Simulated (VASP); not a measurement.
# Cu3O2 (I4/mmm) in VASP: settings compared, part 2 of 2

VASP 6.6.1. The steps go on from the part before.

**3. Relaxation of cell and atoms, PBE, target pressure 2 GPa, at which the enthalpy is minimised**

Contents of INCAR:

```
SYSTEM = Cu3O2
PREC = Accurate ; ENCUT = 600
EDIFF = 1E-6 ; ISMEAR = -1
SIGMA = 0.05 ; LREAL = .FALSE.
LASPH = .TRUE. ; NELM = 100
ALGO = Normal ; ISIF = 3
LWAVE = .FALSE. ; LCHARG = .FALSE.
GGA = PE ; IBRION = 2
NSW = 60 ; EDIFFG = -0.01
PSTRESS = 20.0
```

Contents of KPOINTS:

```
regular mesh
0
G
  9 9 9
  0 0 0
```

Contents of POSCAR:

```
Cu3O2
1.0
   -2.0229820000      2.0229820000      3.6736170000
    2.0229820000     -2.0229820000      3.6736170000
    2.0229820000      2.0229820000     -3.6736170000
Cu O
3 2
Direct
    0.0000000000      0.0000000000      0.0000000000
    0.7500000000      0.2500000000      0.5000000000
    0.2500000000      0.7500000000      0.5000000000
    0.5000000000      0.0000000000      0.5000000000
    0.0000000000      0.5000000000      0.5000000000
```

Potentials or basis: VASP PAW PBE potentials, release 64 (Cu, O).

Started as:

```bash
$ cat potpaw_PBE.64/Cu/POTCAR potpaw_PBE.64/O/POTCAR > POTCAR
$ mpirun -np 1 vasp_std > vasp.out
```

OUTCAR:

```text
SYSTEM = Cu3O2
   PREC = Accurate
   ENCUT = 600
   EDIFF = 1E-6
   ISMEAR = -1
   LREAL = .FALSE.
   LASPH = .TRUE.
   NELM = 100
   ISIF = 3
   GGA = PE
   IBRION = 2
   NSW = 60
   EDIFFG = -0.01
   PSTRESS = 20.0

 ion  position               nearest neighbor table
   1  0.000  0.000  0.000-   4 2.02   5 2.02   5 2.02   4 2.02   2 2.73   3 2.73   2 2.73   3 2.73
                             2 2.73   2 2.73   3 2.73   3 2.73
   2  0.750  0.250  0.500-   4 1.84   5 1.84   1 2.73   1 2.73   1 2.73   1 2.73
   3  0.250  0.750  0.500-   4 1.84   5 1.84   1 2.73   1 2.73   1 2.73   1 2.73
   4  0.500  0.000  0.500-   2 1.84   3 1.84   1 2.02   1 2.02
   5  0.000  0.500  0.500-   2 1.84   3 1.84   1 2.02   1 2.02

  LATTYP: Found a body centered tetragonal cell.
 ALAT       =     4.0459640000
 C/A-ratio  =     1.8159415160

  Lattice vectors:

 A1 = (  -2.0229820000,   2.0229820000,   3.6736170000)
 A2 = (   2.0229820000,  -2.0229820000,   3.6736170000)
 A3 = (   2.0229820000,   2.0229820000,  -3.6736170000)

Analysis of symmetry for initial positions (statically):
=====================================================================
 Subroutine PRICEL returns:
 Original cell was already a primitive cell.

 Routine SETGRP: Setting up the symmetry group for a
 body centered tetragonal supercell.

 Subroutine GETGRP returns: Found 16 space group operations
 (whereof 16 operations were pure point group operations)
 out of a pool of 16 trial point group operations.

The static configuration has the point symmetry D_4h.

Analysis of symmetry for dynamics (positions and initial velocities):
=====================================================================
 Subroutine PRICEL returns:
 Original cell was already a primitive cell.

 Routine SETGRP: Setting up the symmetry group for a
 body centered tetragonal supercell.

[... 126 lines left out ...]
   EFERMI_NEDOS =   21; number of points for ismear=-14 and -15
   IALGO  =     38    algorithm
   IMIX   =      4    mixing-type and parameters
     AMIX     =   0.40;   BMIX     =  1.00
     AMIX_MAG =   1.60;   BMIX_MAG =  1.00
  volume/ion in A,a.u.               =      12.03        81.16
  Fermi-wavevector in a.u.,A,eV,Ry     =   1.486277  2.808656 30.055525  2.209019
  Thomas-Fermi vector in A             =   2.599583
   LORBIT       =      0    0 simple, 1 ext, 2 COOP (PROOUT), +10 PAW based schemes
   GGA     = PE    functional components
   LHFCALC =     F    Hartree Fock is set to
   AEXX    =    0.0000 exact exchange contribution
   IVDW    =     0    specifies the selected vdW correction
   LEPSILON=     F    determine dielectric tensor
   LRPA    =     F    only Hartree local field effects (RPA)
 conjugate gradient relaxation of ions
 non-spin polarized calculation
  energy-cutoff  :      600.00
  volume of cell :       60.14
 maximum number of plane-waves:      2024
 NGX is ok and might be reduce to    40
   NGX = 19   NGY = 19   NGZ = 19

--------------------------------------- Ionic step        1  -------------------------------------------

 number of electron      45.0000020 magnetization

 Free energy of the ion-electron system (eV)
  ---------------------------------------------------
  ext. energy  EPLUGINS =         0.00000000
  ---------------------------------------------------
  free energy    TOTEN  =       -22.71204900 eV

  energy without entropy =      -22.69554828  energy(sigma->0) =      -22.70379864

------------------------ aborting loop because EDIFF is reached ----------------------------------------

  FORCE on cell =-STRESS in cart. coord.  units (eV):
  Direction    XX          YY          ZZ          XY          YZ          ZX
  --------------------------------------------------------------------------------------
  -------------------------------------------------------------------------------------
  Total        0.4574254      0.4574254      0.6876623      0.0000000      0.0000000      0.0000000
  in kB       12.1868908     12.1868908     18.3209450      0.0000000      0.0000000      0.0000000
  external PRESSURE =      -5.7684245 kB  Pullay stress =      20.0000000 kB
[... 151 lines left out ...]
--------------------------------------- Ionic step        5  -------------------------------------------

 number of electron      45.0000017 magnetization

 Free energy of the ion-electron system (eV)
  ---------------------------------------------------
  ext. energy  EPLUGINS =         0.00000000
  ---------------------------------------------------
  free energy    TOTEN  =       -22.70839869 eV

  energy without entropy =      -22.69226528  energy(sigma->0) =      -22.70033198

 E-fermi :   4.4349     XC(G=0): -11.2076

 val. band max:        4.4199049820   @ k =  -0.2222   0.1111   0.0000
 cond. band min:       4.4482952168   @ k =  -0.3333  -0.3333   0.1111
 fundamental gap:      0.0283902348
 Fermi energy:         4.4349281942

 k-point     1 :       0.0000    0.0000    0.0000
  band No.  band energies     occupation
      1     -14.7192      2.00000
      2     -13.4827      2.00000
      3      -2.0913      2.00000
      4      -1.1146      2.00000
      5      -1.1146      2.00000
      6      -0.5594      2.00000
[... 709 lines left out ...]
     26       8.2238      0.00000
     27      11.8422      0.00000

 [... further k-points ...]
[... 5 lines left out ...]
  --------------------------------------------------------------------------------------
  -------------------------------------------------------------------------------------
  Total        0.7105770      0.7105770      0.6961527      0.0000000     -0.0000000      0.0000000
  in kB       19.0550902     19.0550902     18.6682822      0.0000000     -0.0000000      0.0000000
  external PRESSURE =      -1.0738458 kB  Pullay stress =      20.0000000 kB
[... 24 lines left out ...]
  energy  without entropy=      -22.6922652798  energy(sigma->0) =      -22.70033198

  enthalpy is  TOTEN    =       -21.9625853834 eV   P V=        0.7458133046

 reached required accuracy - stopping structural energy minimisation
```

OSZICAR:

```text
N       E                     dE             d eps       ncg     rms          rms(c)
DAV:   1     0.457396979683E+03    0.45740E+03   -0.23306E+04  4082   0.287E+03
DAV:   2     0.494623174047E+02   -0.40793E+03   -0.39373E+03  4074   0.496E+02
DAV:   3    -0.248920689224E+02   -0.74354E+02   -0.71223E+02  6082   0.233E+02
DAV:   4    -0.298751118242E+02   -0.49830E+01   -0.48971E+01  5934   0.635E+01
[... 39 lines left out ...]
DAV:   2    -0.227084585722E+02    0.27911E-04   -0.52669E-04  5386   0.841E-01    0.626E-02
DAV:   3    -0.227084248613E+02    0.33711E-04   -0.35004E-04  4842   0.883E-01    0.404E-02
DAV:   4    -0.227084018503E+02    0.23011E-04   -0.72824E-05  6310   0.304E-01    0.135E-02
DAV:   5    -0.227083987811E+02    0.30692E-05   -0.13241E-05  6179   0.936E-02    0.363E-03
DAV:   6    -0.227083986880E+02    0.93080E-07   -0.15448E-06  2227   0.372E-02
   5 F= -.21962585E+02 E0= -.21954519E+02  d E =-.235243E-03
```

Run time: 15 min. Hardware: 1 thread of AMD EPYC 7R43 (Zen 3), shared host; peak memory 0.27 GiB.

What came out:

| Item | Value |
| --- | --- |
| Free energy | -22.7084 eV |
| Relaxed volume | 11.95 Å³/atom |
| Relaxed cell | a = 4.653 Å, b = 4.653 Å, c = 4.653 Å, α = 128.66°, β = 128.66°, γ = 75.55° |
| Space group after relaxing (to 0.1 Å) | I4/mmm (No. 139) |
| Energy change on relaxing (the run minimises the enthalpy) | +0.7 meV/atom |
| Ionic steps | 5 |
| Pressure after relaxing | 1.9 GPa |
| Band gap on the k mesh | zero (an odd number of electrons rules out a gap without spin polarisation) |

Step by step:
| step | energy change (eV) | largest force (eV/Å) | pressure (GPa) | volume (Å³) |
| --- | --- | --- | --- | --- |
| 1 | 0.0000 | 0.0000 | 1.42 | 60.14 |
| 2 | 0.0037 | 0.0000 | 2.17 | 59.76 |
| 3 | 0.0037 | 0.0000 | 2.14 | 59.76 |
| 4 | 0.0037 | 0.0000 | 1.77 | 59.74 |
| 5 | 0.0037 | 0.0000 | 1.89 | 59.75 |

Final structure:
```cif
data_structure
_symmetry_space_group_name_H-M 'P 1'
_symmetry_Int_Tables_number 1
_cell_length_a 4.6527
_cell_length_b 4.6527
_cell_length_c 4.6527
_cell_angle_alpha 128.664
_cell_angle_beta 128.664
_cell_angle_gamma 75.551
_cell_volume 59.75
loop_
_atom_site_label
_atom_site_type_symbol
_atom_site_fract_x
_atom_site_fract_y
_atom_site_fract_z
_atom_site_occupancy
Cu1 Cu 0.00000 0.00000 0.00000 1
Cu2 Cu 0.75000 0.25000 0.50000 1
Cu3 Cu 0.25000 0.75000 0.50000 1
O1 O 0.50000 0.00000 0.50000 1
O2 O 0.00000 0.50000 0.50000 1
```

Levels at points of the mesh, in eV from the Fermi level:
```csv
k point,band 21,band 22,band 23,band 24,band 25,band 26
"(0.00, 0.00, 0.00)",-0.80,-0.80,0.40,0.47,5.20,5.20
```

Caveat: the cell is relaxed towards a set pressure, so the run minimises the enthalpy, not the energy; an odd number of electrons without spin polarisation forces a metal; a magnetic or distorted state may lie lower. With open d or f shells a metallic result of PBE can be an artefact of self-interaction; +U or a hybrid may open a gap.

**4. Single point, r2SCAN**

This run uses another cell than the first one, of 11.59 Å³/atom.

POSCAR, as its differences from that of step 3:

```diff
@@ -2,5 +2,5 @@
 1.0
-   -2.0229820000      2.0229820000      3.6736170000
-    2.0229820000     -2.0229820000      3.6736170000
-    2.0229820000      2.0229820000     -3.6736170000
+   -1.9947861398      1.9947861398      3.6416930408
+    1.9947861398     -1.9947861398      3.6416930408
+    1.9947861398      1.9947861398     -3.6416930408
 Cu O
```

Contents of INCAR.step1:

```
ALGO = Normal
EDIFF = 1E-4
ENCUT = 520
GGA = PE
ISMEAR = -1
LASPH = True
LCHARG = False
LREAL = False
LWAVE = True
NBANDS = 30
NELM = 60
PREC = Accurate
SIGMA = 0.05
```

Contents of INCAR.step2:

```
ALGO = Normal
EDIFF = 1E-6
ENCUT = 520
ISIF = 2
ISMEAR = -1
ISTART = 1
LASPH = True
LCHARG = False
LMIXTAU = True
LREAL = False
LWAVE = False
METAGGA = R2SCAN
NBANDS = 30
NELM = 60
PREC = Accurate
SIGMA = 0.05
```

Contents of KPOINTS:

```
k-points
0
Gamma
  9 9 9
```

Started as:

```bash
$ cat potpaw_PBE.64/Cu/POTCAR potpaw_PBE.64/O/POTCAR > POTCAR
$ cp INCAR.step1 INCAR
$ mpirun -np 1 vasp_std > vasp.out
$ cp INCAR.step2 INCAR
$ mpirun -np 1 vasp_std > vasp.out
```

Run time: 4.3 min. Hardware: 1 thread of Intel Xeon 6975P-C (Granite Rapids), shared host; peak memory 0.27 GiB.

The run converged. Its results:

| Quantity | Value |
| --- | --- |
| Free energy | -46.5576 eV |
| Pressure | 1.1 GPa |
| Band gap on the k mesh | zero (an odd number of electrons rules out a gap without spin polarisation) |

Stress tensor (GPa, compression positive):
```
0.50 0.00 0.00
0.00 0.50 0.00
0.00 0.00 2.35
```

Levels at points of the mesh, in eV from the Fermi level:
```csv
k point,band 20,band 21,band 22,band 23,band 24,band 25,band 26,band 27
"(0.00, 0.00, 0.00)",-1.63,-0.99,-0.99,0.46,0.75,5.54,5.54,7.68
```

Caveat: the PAW data sets were made with another functional, which shifts forces and pressure a little; an odd number of electrons without spin polarisation forces a metal; a magnetic or distorted state may lie lower.

**5. Overview**

| task | level | cell | cutoff (eV) | gap on the mesh (eV) | pressure (GPa) |
| --- | --- | --- | --- | --- | --- |
| relaxation of cell and atoms | PBE | relaxed from a = 4.656 Å, angles 128.5, 128.5, 75.8°, 5 atoms | 600 | none | 0.0 |
| relaxation of cell and atoms | PBE | relaxed to 2 GPa from a = 4.656 Å, angles 128.5, 128.5, 75.8°, 5 atoms | 600 | none | 1.9 |
| single point | r2SCAN | a = 4.607 Å, angles 128.7, 128.7, 75.5°, 5 atoms | 520 | none | 1.1 |

Alike in all rows: potentials or basis VASP PAW PBE potentials, release 64 (Cu, O); no spin polarisation; k mesh 9 × 9 × 9; smearing fermi-dirac 0.05 eV.

Caveats: an odd number of electrons without spin polarisation forces a metal; a magnetic or distorted state may lie lower; the cell is relaxed towards a set pressure, so the run minimises the enthalpy, not the energy (at least some runs); the PAW data sets were made with another functional, which shifts forces and pressure a little (at least some runs).

Absolute energies hang on the potentials; compare differences alone.
